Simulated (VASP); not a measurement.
# Mg (C2/c) in VASP: single point with r2SCAN

Aim: the single point of Mg with r2SCAN.

Program: VASP 6.6.1. These are calculated values, not measurements. Logs are shortened: lines on timing, memory, paths and dates and some standing lists are left out, and cuts for length are marked.

## 1. The cell of the first run

The structure is monoclinic, space group C2/c (No. 15). The conventional cell has a = 3.192 Å, b = 5.528 Å, c = 5.118 Å, α = 90.00°, β = 90.14°, γ = 90.00°. Mg (site symmetry 2) has 12 Mg at 3.15 to 3.19 Å within 4.1 Å.

## 2. Single point, r2SCAN

Contents of POSCAR:

```
Mg
1.0
   -2.1450032524      1.7642177950      1.5733641503
    1.7642177950     -2.1450032524      1.5733641503
    3.9464567313      3.9464567313     -2.2707734130
Mg
2
Direct
    0.9583366720      0.0416633280      0.0000000000
    0.7916633280      0.2083366720      0.5000000000
```

Contents of INCAR.step1:

```
SYSTEM = Mg
PREC     = Accurate       ! precision mode
ENCUT    = 520            ! plane-wave cutoff, eV
ISMEAR   = -1             ! smearing method
SIGMA    = 0.1            ! smearing width, eV
LREAL    = .FALSE.        ! projectors in reciprocal space
LASPH    = .TRUE.         ! aspherical terms in the spheres
NELM     = 80             ! most SCF steps
NBANDS   = 9              ! bands
ISYM     = 0            
GGA      = PE             ! functional
ALGO     = Normal         ! electronic algorithm
EDIFF    = 1E-4           ! SCF threshold, eV
LWAVE    = .TRUE.         ! write WAVECAR
LCHARG   = .FALSE.        ! write CHGCAR
```

Contents of INCAR.step2:

```
SYSTEM = Mg
PREC     = Accurate       ! precision mode
ENCUT    = 520            ! plane-wave cutoff, eV
EDIFF    = 1E-6           ! SCF threshold, eV
ISMEAR   = -1             ! smearing method
SIGMA    = 0.1            ! smearing width, eV
LREAL    = .FALSE.        ! projectors in reciprocal space
LASPH    = .TRUE.         ! aspherical terms in the spheres
NELM     = 80             ! most SCF steps
ALGO     = Normal         ! electronic algorithm
ISIF     = 2              ! what is computed and relaxed
LWAVE    = .FALSE.        ! write WAVECAR
LCHARG   = .FALSE.        ! write CHGCAR
METAGGA  = R2SCAN         ! meta-GGA
LMIXTAU  = .TRUE.       
NBANDS   = 9              ! bands
ISYM     = 0            
ISTART   = 1
```

Contents of KPOINTS:

```
Automatic mesh
0
G
  12 12 8
  0 0 0
```

Potentials or basis: VASP PAW PBE potentials, release 64 (Mg).

Launch:

```sh
$ cat potpaw_PBE.64/Mg/POTCAR > POTCAR
$ cp INCAR.step1 INCAR
$ mpirun -np 1 vasp_std > vasp.out
$ cp INCAR.step2 INCAR
$ mpirun -np 1 vasp_std > vasp.out
```

OUTCAR:

```text
SYSTEM = Mg
   PREC = Accurate
   ENCUT = 520
   EDIFF = 1E-6
   ISMEAR = -1
   LREAL = .FALSE.
   LASPH = .TRUE.
   NELM = 80
   ISIF = 2
   METAGGA = R2SCAN
   ISYM = 0
   ISTART = 1

 ion  position               nearest neighbor table
   1  0.958  0.042  0.000-   2 3.15   2 3.15   2 3.15   2 3.15   2 3.16   2 3.16
   2  0.792  0.208  0.500-   1 3.15   1 3.15   1 3.15   1 3.15   1 3.16   1 3.16

IMPORTANT INFORMATION: All symmetrisations will be switched off!
NOSYMM: (Re-)initialisation of all symmetry stuff for point group C_1.

----------------------------------------------------------------------------------------

                                     Primitive cell

  volume of cell :      45.1662

  direct lattice vectors                    reciprocal lattice vectors
    -2.145003252  1.764217795  1.573364150    -0.029632742  0.226172696  0.341573677
     1.764217795 -2.145003252  1.573364150     0.226172696 -0.029632742  0.341573677
     3.946456731  3.946456731 -2.270773413     0.136177796  0.136177796  0.032957738

  length of vectors
     3.192017878  3.192017878  6.025400680     0.410736856  0.410736856  0.195384228

  position of ions in fractional coordinates (direct lattice)
     0.958336672  0.041663328  1.000000000
     0.791663328  0.208336672  0.500000000

  ion indices of the primitive-cell ions
   primitive index   ion index
                 1           1
                 2           2

----------------------------------------------------------------------------------------

 KPOINTS: Automatic mesh

Automatic generation of k-mesh.
 Grid dimensions read from file:
 generate k-points for:   12   12    8

 Generating k-lattice:

  Cartesian coordinates                     Fractional coordinates (reciprocal lattice)
    -0.002469395  0.018847725  0.028464473     0.083333333  0.000000000  0.000000000
     0.018847725 -0.002469395  0.028464473     0.000000000  0.083333333  0.000000000
     0.017022224  0.017022224  0.004119717    -0.000000000 -0.000000000  0.125000000

  Length of vectors
     0.034228071  0.034228071  0.024423029

  Shift w.r.t. Gamma in fractional coordinates (k-lattice)
     0.000000000  0.000000000  0.000000000

 Subroutine IBZKPT returns following result:
 ===========================================

 Found    580 irreducible k-points:

 Following reciprocal coordinates:
            Coordinates               Weight
  0.000000  0.000000  0.000000      1.000000
  0.083333 -0.000000  0.000000      2.000000
  0.000000 -0.083333 -0.000000      2.000000
  0.166667  0.000000  0.000000      2.000000
  0.000000 -0.166667 -0.000000      2.000000
  0.250000  0.000000  0.000000      2.000000
[... 16 lines left out ...]
  0.500000  0.083333  0.000000      2.000000
 -0.083333  0.500000  0.000000      2.000000
 [... further k-points ...]
   k-points           NKPTS =    580   k-points in BZ     NKDIM =    580   number of bands    NBANDS=      9
   number of dos      NEDOS =    301   number of ions     NIONS =      2
   total plane-waves  NPLWV =  27648
   dimension x,y,z NGX =    24 NGY =   24 NGZ =   48
   dimension x,y,z NGXF=    48 NGYF=   48 NGZF=   96
   ions per type =               2
   NGX,Y,Z   is equivalent  to a cutoff of  12.50, 12.50, 13.24 a.u.
   NGXF,Y,Z  is equivalent  to a cutoff of  25.00, 25.00, 26.49 a.u.
 SYSTEM =  Mg
   PREC   = accura    normal or accurate (medium, high low for compatibility)
   ISTART =      1    job   : 0-new  1-cont  2-samecut
   ICHARG =      0    charge: 1-file 2-atom 10-const
   ISPIN  =      1    spin polarized calculation?
   LNONCOLLINEAR =      F non collinear calculations
   LSORBIT =      F    spin-orbit coupling
   LASPH  =      T    aspherical Exc in radial PAW
   ENCUT  =  520.0 eV  38.22 Ry    6.18 a.u.   5.94  5.94 11.20*2*pi/ulx,y,z
   NELM   =     80;   NELMIN=  2; NELMDL=  0     # of ELM steps
   EDIFF  = 0.1E-05   stopping-criterion for ELM
   LREAL  =      F    real-space projection
   EDIFFG = 0.1E-04   stopping-criterion for IOM
   NSW    =      0    number of steps for IOM
   IBRION =     -1    ionic relax: 0-MD 1-quasi-New 2-CG
   NFREE  =      0    steps in history (QN), initial steepest desc. (CG)
   ISIF   =      2    stress and relaxation
   ISYM   =      0    0-nonsym 1-usesym 2-fastsym
   POTIM  = 0.5000    time-step for ionic-motion
   TEBEG  =    0.0;   TEEND  =   0.0 temperature during run
   PSTRESS=    0.0 pullay stress
   NELECT =       4.0000    total number of electrons
   NUPDOWN=      -1.0000    fix difference up-down
   EMIN   =  10.00;   EMAX   =-10.00  energy-range for DOS
   EFERMI =   0.00;   METHOD = LEGACY
   ISMEAR =    -1;   SIGMA  =   0.10  broadening in eV -4-tet -1-fermi 0-gaus
   EFERMI_NEDOS =   21; number of points for ismear=-14 and -15
   IALGO  =     38    algorithm
   IMIX   =      4    mixing-type and parameters
     AMIX     =   0.40;   BMIX     =  1.00
     AMIX_MAG =   1.60;   BMIX_MAG =  1.00
  volume/ion in A,a.u.               =      22.58       152.40
  Fermi-wavevector in a.u.,A,eV,Ry     =   0.729721  1.378974  7.245012  0.532493
  Thomas-Fermi vector in A             =   1.821514
   LORBIT       =      0    0 simple, 1 ext, 2 COOP (PROOUT), +10 PAW based schemes
   METAGGA = R2SCAN    functional components
   LHFCALC =     F    Hartree Fock is set to
   AEXX    =    0.0000 exact exchange contribution
   IVDW    =     0    specifies the selected vdW correction
   LEPSILON=     F    determine dielectric tensor
   LRPA    =     F    only Hartree local field effects (RPA)
 non-spin polarized calculation
  energy-cutoff  :      520.00
  volume of cell :       45.17
 maximum number of plane-waves:      1240
   NGX = 11   NGY = 11   NGZ = 23

 number of electron       4.0000000 magnetization

 Free energy of the ion-electron system (eV)
  ---------------------------------------------------
  ext. energy  EPLUGINS =         0.00000000
  ---------------------------------------------------
  free energy    TOTEN  =        -8.30741717 eV

  energy without entropy =       -8.28313327  energy(sigma->0) =       -8.29527522

 E-fermi :   2.6991     XC(G=0):  -9.0921

 val. band max:        2.6337496745   @ k =   0.5000   0.4167  -0.2500
 cond. band min:       2.7460828089   @ k =   0.0000   0.5000  -0.1250
 fundamental gap:      0.1123331344
 Fermi energy:         2.6990944419

 k-point     1 :       0.0000    0.0000    0.0000
  band No.  band energies     occupation
      1      -4.7294      2.00000
      2       0.8720      2.00000
      3       1.6589      1.99994
      4      14.3891      0.00000
      5      14.3937      0.00000
      6      14.5495      0.00000
      7      14.5534      0.00000
      8      15.4869      0.00000
      9      17.2109      0.00000

 k-point     2 :       0.0833   -0.0000    0.0000
  band No.  band energies     occupation
      1      -4.5413      2.00000
      2       0.3936      2.00000
      3       2.4828      1.79367
      4      12.0086      0.00000
      5      13.1696      0.00000
      6      13.9969      0.00000
      7      15.8014      0.00000
      8      15.9851      0.00000
      9      16.8807      0.00000

 k-point     3 :       0.0000   -0.0833   -0.0000
  band No.  band energies     occupation
      1      -4.5413      2.00000
      2       0.3936      2.00000
      3       2.4828      1.79367
      4      12.0086      0.00000
      5      13.1696      0.00000
      6      13.9969      0.00000
      7      15.8014      0.00000
      8      15.9851      0.00000
      9      16.8807      0.00000

 k-point     4 :       0.1667    0.0000    0.0000
  band No.  band energies     occupation
      1      -3.9790      2.00000
      2      -0.0090      2.00000
      3       3.9086      0.00001
      4       9.4343      0.00000
      5      12.1785      0.00000
      6      12.3773      0.00000
      7      13.5812      0.00000
      8      15.4257      0.00000
      9      15.5512      0.00000

 k-point     5 :       0.0000   -0.1667   -0.0000
  band No.  band energies     occupation
      1      -3.9790      2.00000
      2      -0.0090      2.00000
      3       3.9086      0.00001
      4       9.4343      0.00000
      5      12.1785      0.00000
      6      12.3773      0.00000
      7      13.5812      0.00000
      8      15.4257      0.00000
      9      15.5512      0.00000

 k-point     6 :       0.2500    0.0000    0.0000
  band No.  band energies     occupation
      1      -3.0491      2.00000
      2      -0.0770      2.00000
      3       5.5424      0.00000
      4       7.2525      0.00000
      5       9.6278      0.00000
      6      11.5025      0.00000
      7      12.3965      0.00000
      8      14.0655      0.00000
      9      14.3803      0.00000
[... 169 lines left out ...]
 k-point    21 :       0.4167    0.0833    0.0000
  band No.  band energies     occupation
      1       1.0719      2.00000
      2       1.0936      2.00000
      3       2.9442      0.15872
      4       2.9687      0.12640
      5       9.3424      0.00000
      6       9.3651      0.00000
      7      12.6018      0.00000
      8      12.6520      0.00000
      9      13.8096      0.00000

 k-point    22 :      -0.0833   -0.4167   -0.0000
  band No.  band energies     occupation
      1       1.0719      2.00000
      2       1.0936      2.00000
      3       2.9442      0.15872
      4       2.9687      0.12640
      5       9.3424      0.00000
      6       9.3651      0.00000
      7      12.6018      0.00000
      8      12.6520      0.00000
      9      13.8055      0.00000

 k-point    23 :       0.5000    0.0833    0.0000
  band No.  band energies     occupation
      1       0.6661      2.00000
      2       1.5152      1.99999
      3       2.6301      1.33176
      4       3.4178      0.00151
      5       8.8904      0.00000
      6       9.8098      0.00000
      7      11.5473      0.00000
      8      12.7761      0.00000
      9      13.8034      0.00000

 k-point    24 :      -0.0833    0.5000    0.0000
  band No.  band energies     occupation
      1       0.6661      2.00000
      2       1.5152      1.99999
      3       2.6301      1.33176
      4       3.4178      0.00151
      5       8.8904      0.00000
      6       9.8098      0.00000
      7      11.5473      0.00000
      8      12.7761      0.00000
      9      13.8034      0.00000

 [... further k-points ...]
[... 5 lines left out ...]
  --------------------------------------------------------------------------------------
  -------------------------------------------------------------------------------------
  Total       -0.0757483     -0.0757483     -0.0770273     -0.0003208     -0.0033650     -0.0033650
  in kB       -2.6870175     -2.6870177     -2.7323863     -0.0113801     -0.1193659     -0.1193653
  external PRESSURE =      -2.7021405 kB  Pullay stress =       0.0000000 kB

 VOLUME and BASIS-vectors are now :
 -----------------------------------------------------------------------------
  energy-cutoff  :      520.00
  volume of cell :       45.17
      direct lattice vectors                 reciprocal lattice vectors
    -2.145003252  1.764217795  1.573364150    -0.029632742  0.226172696  0.341573677
     1.764217795 -2.145003252  1.573364150     0.226172696 -0.029632742  0.341573677
     3.946456731  3.946456731 -2.270773413     0.136177796  0.136177796  0.032957738

 POSITION                                       TOTAL-FORCE (eV/Angst)
 -----------------------------------------------------------------------------------
     -1.98213      1.60135      1.57336         0.000418     -0.000418      0.000000
      0.64266      2.92301      0.43798        -0.000418      0.000418     -0.000000
 -----------------------------------------------------------------------------------
    total drift:                               -0.000000     -0.000000      0.000000

  FREE ENERGIE OF THE ION-ELECTRON SYSTEM (eV)
  ---------------------------------------------------
  free  energy   TOTEN  =        -8.3074171743 eV

  energy  without entropy=       -8.2831332676  energy(sigma->0) =       -8.29527522
```

Run time: 11 min. Hardware: 1 thread of Intel Xeon 8259CL, shared host; peak memory 0.35 GiB.

What came out:

```yaml
Free_energy: -8.3074 eV
Pressure: -0.3 GPa
Band_gap_on_the_k_mesh: zero (bands 2 and 3 overlap by 2.08 eV)
```

Caveat: the PAW data sets were made with another functional, which shifts forces and pressure a little.

The gap in the log of VASP goes by the Fermi energy; the results here count the filled bands.